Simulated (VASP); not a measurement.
Here is a VASP 6.6.1 calculation.

The input INCAR:

```
PREC = Accurate
ENCUT = 520
EDIFF = 1E-6
ISMEAR = 0
SIGMA = 0.1
LREAL = F
LASPH = T
NELM = 60
ALGO = Normal
ISIF = 2
LWAVE = F
LCHARG = T
GGA = PE
LELF = T
LVHAR = T
NBANDS = 34
```

File KPOINTS:

```
Automatic mesh
0
Gamma
  12 12 12
```

File POSCAR:

```
TiGe
1.0
    0.0000000000      3.2270861003      3.2270861003
    3.2270861003      0.0000000000      3.2270861003
    3.2270861003      3.2270861003      0.0000000000
Ti Ge
2 2
Direct
    0.7500000000      0.7500000000      0.7500000000
    0.5000000000      0.5000000000      0.5000000000
    0.2500000000      0.2500000000      0.2500000000
    0.0000000000      0.0000000000      0.0000000000
```

Potentials or basis: VASP PAW PBE potentials, release 64 (Ti_sv, Ge_d).

The run is started by

```sh
$ cat potpaw_PBE.64/Ti_sv/POTCAR potpaw_PBE.64/Ge_d/POTCAR > POTCAR
$ mpirun -np 1 vasp_std > vasp.out
```

Q: Predict the band gap on the k mesh.

A: Zero (bands 26 and 27 overlap by 1.03 eV).

Q: Predict the pressure.

A: 0.0 GPa.
